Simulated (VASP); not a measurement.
# In (I4/mmm) in VASP: a series of runs, part 2 of 2

VASP 6.6.1. Earlier steps stand in the parts before.

**3. Single point, PBE**

This run uses another cell than the first one, of the same volume but with other edges.

File INCAR:

```
SYSTEM = In
PREC = Accurate
ENCUT = 520
EDIFF = 1E-6
ISMEAR = 0
SIGMA = 0.15
LREAL = .FALSE.
LASPH = .TRUE.
NELM = 80
ALGO = Fast
ISIF = 2
LWAVE = .FALSE.
LCHARG = .FALSE.
GGA = PE
NBANDS = 12
```

File KPOINTS:

```
regular mesh
0
G
  22 22 22
  0 0 0
```

File POSCAR:

```
In
1.0
   -1.5302657384      1.5302657384      2.7936913004
    1.5302657384     -1.5302657384      2.7936913004
    1.5302657384      1.5302657384     -2.7936913004
In
1
Direct
    0.0000000000      0.0000000000      0.0000000000
```

Potentials or basis: VASP PAW PBE potentials, release 64 (In_d).

The run is started by

```sh
$ cat potpaw_PBE.64/In_d/POTCAR > POTCAR
$ mpirun -np 1 vasp_std > vasp.out
```

OUTCAR:

```text
SYSTEM = In
   PREC = Accurate
   ENCUT = 520
   EDIFF = 1E-6
   ISMEAR = 0
   LREAL = .FALSE.
   LASPH = .TRUE.
   NELM = 80
   ISIF = 2
   GGA = PE

 ion  position               nearest neighbor table
   1  0.000  0.000  0.000-

  LATTYP: Found a body centered tetragonal cell.
 ALAT       =     3.0605314768
 C/A-ratio  =     1.8256249423

  Lattice vectors:

 A1 = (  -1.5302657384,   1.5302657384,   2.7936913004)
 A2 = (   1.5302657384,  -1.5302657384,   2.7936913004)
 A3 = (   1.5302657384,   1.5302657384,  -2.7936913004)

Analysis of symmetry for initial positions (statically):
=====================================================================
 Subroutine PRICEL returns:
 Original cell was already a primitive cell.

 Routine SETGRP: Setting up the symmetry group for a
 body centered tetragonal supercell.

 Subroutine GETGRP returns: Found 16 space group operations
 (whereof 16 operations were pure point group operations)
 out of a pool of 16 trial point group operations.

The static configuration has the point symmetry D_4h.

Analysis of symmetry for dynamics (positions and initial velocities):
=====================================================================
 Subroutine PRICEL returns:
 Original cell was already a primitive cell.

 Routine SETGRP: Setting up the symmetry group for a
 body centered tetragonal supercell.

 Subroutine GETGRP returns: Found 16 space group operations
 (whereof 16 operations were pure point group operations)
 out of a pool of 16 trial point group operations.

The dynamic configuration has the point symmetry D_4h.

 Subroutine INISYM returns: Found 16 space group operations
 (whereof 16 operations are pure point group operations),
 and found     1 'primitive' translations

----------------------------------------------------------------------------------------

                                     Primitive cell

  volume of cell :      26.1681

  direct lattice vectors                    reciprocal lattice vectors
    -1.530265738  1.530265738  2.793691300     0.000000000  0.326740636  0.178974678
     1.530265738 -1.530265738  2.793691300     0.326740636  0.000000000  0.178974678
     1.530265738  1.530265738 -2.793691300     0.326740636  0.326740636  0.000000000

  length of vectors
     3.533855903  3.533855903  3.533855903     0.372547149  0.372547149  0.462081038

  position of ions in fractional coordinates (direct lattice)
     0.000000000  0.000000000  0.000000000

  ion indices of the primitive-cell ions
   primitive index   ion index
                 1           1

----------------------------------------------------------------------------------------

 KPOINTS: regular mesh

Automatic generation of k-mesh.
 Grid dimensions read from file:
 generate k-points for:   22   22   22

 Generating k-lattice:

  Cartesian coordinates                     Fractional coordinates (reciprocal lattice)
     0.000000000  0.014851847  0.008135213     0.045454545  0.000000000  0.000000000
     0.014851847  0.000000000  0.008135213     0.000000000  0.045454545  0.000000000
     0.014851847  0.014851847  0.000000000     0.000000000  0.000000000  0.045454545

  Length of vectors
     0.016933961  0.016933961  0.021003684

  Shift w.r.t. Gamma in fractional coordinates (k-lattice)
     0.000000000  0.000000000  0.000000000

 Subroutine IBZKPT returns following result:
 ===========================================

 Found    834 irreducible k-points:

 Following reciprocal coordinates:
            Coordinates               Weight
  0.000000  0.000000  0.000000      1.000000
  0.045455 -0.000000  0.000000      8.000000
  0.090909 -0.000000  0.000000      8.000000
  0.136364 -0.000000  0.000000      8.000000
  0.181818 -0.000000  0.000000      8.000000
  0.227273 -0.000000  0.000000      8.000000
[... 16 lines left out ...]
  0.500000  0.045455  0.000000     16.000000
 -0.454545  0.045455 -0.000000     16.000000
 [... further k-points ...]
   k-points           NKPTS =    834   k-points in BZ     NKDIM =    834   number of bands    NBANDS=     12
   number of dos      NEDOS =    301   number of ions     NIONS =      1
   total plane-waves  NPLWV =  21952
   dimension x,y,z NGX =    28 NGY =   28 NGZ =   28
   dimension x,y,z NGXF=    56 NGYF=   56 NGZF=   56
   ions per type =               1
   NGX,Y,Z   is equivalent  to a cutoff of  13.17, 13.17, 13.17 a.u.
   NGXF,Y,Z  is equivalent  to a cutoff of  26.34, 26.34, 26.34 a.u.
 SYSTEM =  In
   PREC   = accura    normal or accurate (medium, high low for compatibility)
   ISTART =      0    job   : 0-new  1-cont  2-samecut
   ICHARG =      2    charge: 1-file 2-atom 10-const
   ISPIN  =      1    spin polarized calculation?
   LNONCOLLINEAR =      F non collinear calculations
   LSORBIT =      F    spin-orbit coupling
   LASPH  =      T    aspherical Exc in radial PAW
   ENCUT  =  520.0 eV  38.22 Ry    6.18 a.u.   6.57  6.57  6.57*2*pi/ulx,y,z
   NELM   =     80;   NELMIN=  2; NELMDL= -5     # of ELM steps
   EDIFF  = 0.1E-05   stopping-criterion for ELM
   LREAL  =      F    real-space projection
   EDIFFG = 0.1E-04   stopping-criterion for IOM
   NSW    =      0    number of steps for IOM
   IBRION =     -1    ionic relax: 0-MD 1-quasi-New 2-CG
   NFREE  =      0    steps in history (QN), initial steepest desc. (CG)
   ISIF   =      2    stress and relaxation
   ISYM   =      2    0-nonsym 1-usesym 2-fastsym
   POTIM  = 0.5000    time-step for ionic-motion
   TEBEG  =    0.0;   TEEND  =   0.0 temperature during run
   PSTRESS=    0.0 pullay stress
   NELECT =      13.0000    total number of electrons
   NUPDOWN=      -1.0000    fix difference up-down
   EMIN   =  10.00;   EMAX   =-10.00  energy-range for DOS
   EFERMI =   0.00;   METHOD = LEGACY
   ISMEAR =     0;   SIGMA  =   0.15  broadening in eV -4-tet -1-fermi 0-gaus
   EFERMI_NEDOS =   21; number of points for ismear=-14 and -15
   IALGO  =     68    algorithm
   IMIX   =      4    mixing-type and parameters
     AMIX     =   0.40;   BMIX     =  1.00
     AMIX_MAG =   1.60;   BMIX_MAG =  1.00
  volume/ion in A,a.u.               =      26.17       176.59
  Fermi-wavevector in a.u.,A,eV,Ry     =   1.296578  2.450177 22.872944  1.681114
  Thomas-Fermi vector in A             =   2.428025
   LORBIT       =      0    0 simple, 1 ext, 2 COOP (PROOUT), +10 PAW based schemes
   GGA     = PE    functional components
   LHFCALC =     F    Hartree Fock is set to
   AEXX    =    0.0000 exact exchange contribution
   IVDW    =     0    specifies the selected vdW correction
   LEPSILON=     F    determine dielectric tensor
   LRPA    =     F    only Hartree local field effects (RPA)
 non-spin polarized calculation
 RMM-DIIS sequential band-by-band and
 Gauss-broadening in eV      SIGMA  =   0.15
  energy-cutoff  :      520.00
  volume of cell :       26.17
 maximum number of plane-waves:       727
   NGX = 13   NGY = 13   NGZ = 13

 number of electron      13.0000000 magnetization

 Free energy of the ion-electron system (eV)
  ---------------------------------------------------
  ext. energy  EPLUGINS =         0.00000000
  ---------------------------------------------------
  free energy    TOTEN  =        -2.52369245 eV

  energy without entropy =       -2.51804419  energy(sigma->0) =       -2.52086832

 E-fermi :   7.4773     XC(G=0): -10.2407

 val. band max:        7.4719901836   @ k =  -0.3182  -0.3636   0.2727
 cond. band min:       7.4784114580   @ k =   0.2727   0.2273   0.1818
 fundamental gap:      0.0064212744
 Fermi energy:         7.4772760525

 k-point     1 :       0.0000    0.0000    0.0000
  band No.  band energies     occupation
      1      -7.4398      2.00000
      2      -7.1970      2.00000
      3      -7.0108      2.00000
      4      -7.0108      2.00000
      5      -6.8145      2.00000
      6      -2.0429      2.00000
      7      16.7777      0.00000
      8      18.2411      0.00000
      9      18.2411      0.00000
     10      19.7253      0.00000
     11      20.2146      0.00000
     12      20.8377      0.00000
[... 331 lines left out ...]
 k-point    24 :      -0.4545    0.0455   -0.0000
  band No.  band energies     occupation
      1      -7.2987      2.00000
      2      -7.2254      2.00000
      3      -7.0173      2.00000
      4      -6.8781      2.00000
      5      -6.7857      2.00000
      6       2.5336      2.00000
      7       5.2637      2.00000
      8      12.7817      0.00000
      9      16.5360      0.00000
     10      18.3957      0.00000
     11      19.6821      0.00000
     12      23.2010      0.00000

 [... further k-points ...]

------------------------ aborting loop because EDIFF is reached ----------------------------------------

  FORCE on cell =-STRESS in cart. coord.  units (eV):
  Direction    XX          YY          ZZ          XY          YZ          ZX
  --------------------------------------------------------------------------------------
  -------------------------------------------------------------------------------------
  Total        0.6186749      0.6186749      0.0303738      0.0000000     -0.0000000      0.0000000
  in kB       37.8792160     37.8792160      1.8596750      0.0000000     -0.0000000      0.0000000
  external PRESSURE =      25.8727023 kB  Pullay stress =       0.0000000 kB

 VOLUME and BASIS-vectors are now :
 -----------------------------------------------------------------------------
  energy-cutoff  :      520.00
  volume of cell :       26.17
      direct lattice vectors                 reciprocal lattice vectors
    -1.530265738  1.530265738  2.793691300     0.000000000  0.326740636  0.178974678
     1.530265738 -1.530265738  2.793691300     0.326740636  0.000000000  0.178974678
     1.530265738  1.530265738 -2.793691300     0.326740636  0.326740636  0.000000000

 POSITION                                       TOTAL-FORCE (eV/Angst)
 -----------------------------------------------------------------------------------
      0.00000      0.00000      0.00000         0.000000      0.000000      0.000000
 -----------------------------------------------------------------------------------
    total drift:                               -0.000000     -0.000000      0.000000

  FREE ENERGIE OF THE ION-ELECTRON SYSTEM (eV)
  ---------------------------------------------------
  free  energy   TOTEN  =        -2.5236924508 eV

  energy  without entropy=       -2.5180441906  energy(sigma->0) =       -2.52086832
```

Wall time 2.2 min (1 thread of Intel Xeon 6975P-C (Granite Rapids), shared host); peak memory 0.36 GiB.

What came out:

- Free energy: -2.5237 eV
- Pressure: 2.6 GPa
- Band gap on the k mesh: zero (an odd number of electrons rules out a gap without spin polarisation)

Stress tensor (GPa, compression positive):
```
3.79 0.00 0.00
0.00 3.79 0.00
0.00 0.00 0.19
```

Caveat: spin-orbit coupling is left out, which moves the levels of the heavy elements.

**4. Single point, PBE**

This run uses another cell than the first one, of the same volume but with other edges.

File INCAR:

```
PREC     = Accurate       # precision mode
ENCUT    = 520            # plane-wave cutoff, eV
EDIFF    = 1E-6           # SCF threshold, eV
ISMEAR   = 0              # smearing method
SIGMA    = 0.15           # smearing width, eV
LREAL    = F              # projectors in reciprocal space
LASPH    = T              # aspherical terms in the spheres
NELM     = 80             # most SCF steps
ALGO     = Fast           # electronic algorithm
ISIF     = 2              # what is computed and relaxed
LWAVE    = F              # write WAVECAR
LCHARG   = F              # write CHGCAR
GGA      = PE             # functional
NBANDS   = 12             # bands
```

File KPOINTS:

```
regular mesh
0
Gamma
  22 22 22
```

File POSCAR:

```
In
1.0
   -1.5752991612      1.5752991612      2.6362466536
    1.5752991612     -1.5752991612      2.6362466536
    1.5752991612      1.5752991612     -2.6362466536
In
1
Direct
    0.0000000000      0.0000000000      0.0000000000
```

Potentials or basis: VASP PAW PBE potentials, release 64 (In_d).

The run is started by

```sh
$ cat potpaw_PBE.64/In_d/POTCAR > POTCAR
$ mpirun -np 1 vasp_std > vasp.out
```

OUTCAR:

```text
PREC = Accurate
   ENCUT = 520
   EDIFF = 1E-6
   ISMEAR = 0
   LREAL = F
   LASPH = T
   NELM = 80
   ISIF = 2
   GGA = PE

 ion  position               nearest neighbor table
   1  0.000  0.000  0.000-

  LATTYP: Found a body centered tetragonal cell.
 ALAT       =     3.1505983224
 C/A-ratio  =     1.6734895305

  Lattice vectors:

 A1 = (  -1.5752991612,   1.5752991612,   2.6362466536)
 A2 = (   1.5752991612,  -1.5752991612,   2.6362466536)
 A3 = (   1.5752991612,   1.5752991612,  -2.6362466536)

Analysis of symmetry for initial positions (statically):
=====================================================================
 Subroutine PRICEL returns:
 Original cell was already a primitive cell.

 Routine SETGRP: Setting up the symmetry group for a
 body centered tetragonal supercell.

 Subroutine GETGRP returns: Found 16 space group operations
 (whereof 16 operations were pure point group operations)
 out of a pool of 16 trial point group operations.

The static configuration has the point symmetry D_4h.

[... 168 lines left out ...]
  band No.  band energies     occupation
      1      -7.3057      2.00000
      2      -7.0951      2.00000
      3      -7.0417      2.00000
      4      -7.0417      2.00000
      5      -6.8488      2.00000
      6      -2.0286      2.00000
      7      18.1064      0.00000
      8      18.1064      0.00000
      9      18.1100      0.00000
     10      19.3439      0.00000
     11      20.6068      0.00000
     12      21.5587      0.00000
[... 331 lines left out ...]
 k-point    24 :      -0.4545    0.0455    0.0000
  band No.  band energies     occupation
      1      -7.2152      2.00000
      2      -7.1951      2.00000
      3      -7.0293      2.00000
      4      -6.8543      2.00000
      5      -6.7781      2.00000
      6       2.4451      2.00000
      7       5.2327      2.00000
      8      13.7388      0.00000
      9      17.3826      0.00000
     10      17.7470      0.00000
     11      18.9497      0.00000
     12      22.2497      0.00000

 [... further k-points ...]

------------------------ aborting loop because EDIFF is reached ----------------------------------------

  FORCE on cell =-STRESS in cart. coord.  units (eV):
  Direction    XX          YY          ZZ          XY          YZ          ZX
  --------------------------------------------------------------------------------------
  -------------------------------------------------------------------------------------
  Total        0.4153247      0.4153247      0.1679776      0.0000000      0.0000000      0.0000000
  in kB       25.4288199     25.4288199     10.2846598      0.0000000      0.0000000      0.0000000
  external PRESSURE =      20.3807666 kB  Pullay stress =       0.0000000 kB

 VOLUME and BASIS-vectors are now :
 -----------------------------------------------------------------------------
  energy-cutoff  :      520.00
  volume of cell :       26.17
      direct lattice vectors                 reciprocal lattice vectors
    -1.575299161  1.575299161  2.636246654     0.000000000  0.317400029  0.189663588
     1.575299161 -1.575299161  2.636246654     0.317400029  0.000000000  0.189663588
     1.575299161  1.575299161 -2.636246654     0.317400029  0.317400029  0.000000000

 POSITION                                       TOTAL-FORCE (eV/Angst)
 -----------------------------------------------------------------------------------
      0.00000      0.00000      0.00000         0.000000     -0.000000      0.000000
 -----------------------------------------------------------------------------------
    total drift:                               -0.000000     -0.000000      0.000000

  FREE ENERGIE OF THE ION-ELECTRON SYSTEM (eV)
  ---------------------------------------------------
  free  energy   TOTEN  =        -2.5476158161 eV

  energy  without entropy=       -2.5425820269  energy(sigma->0) =       -2.54509892
```

Wall time 2.2 min (1 thread of Intel Xeon 6975P-C (Granite Rapids), shared host); peak memory 0.36 GiB.

Results:

* Free energy: -2.5476 eV
* Pressure: 2.0 GPa
* Band gap on the k mesh: zero (an odd number of electrons rules out a gap without spin polarisation)

Stress tensor (GPa, compression positive):
```
2.54 0.00 0.00
0.00 2.54 0.00
0.00 0.00 1.03
```

Caveat: spin-orbit coupling is left out, which moves the levels of the heavy elements.

**5. The runs side by side**

| cell | gap on the mesh (eV) | pressure (GPa) |
| --- | --- | --- |
| a = 3.290 Å, angles 117.1, 117.1, 95.1°, 1 atom | none | 1.8 |
| a = 3.534 Å, angles 128.7, 128.7, 75.5°, 1 atom | none | 2.6 |
| a = 3.452 Å, angles 125.7, 125.7, 80.4°, 1 atom | none | 2.0 |

Alike in all rows: task single point; level PBE; potentials or basis VASP PAW PBE potentials, release 64 (In_d); no spin polarisation; k mesh 22 × 22 × 22; cutoff (eV) 520; smearing gaussian 0.15 eV.

Caveats: spin-orbit coupling is left out, which moves the levels of the heavy elements.

Total energies depend on the potentials used, so only differences within one code and one set of settings carry meaning.
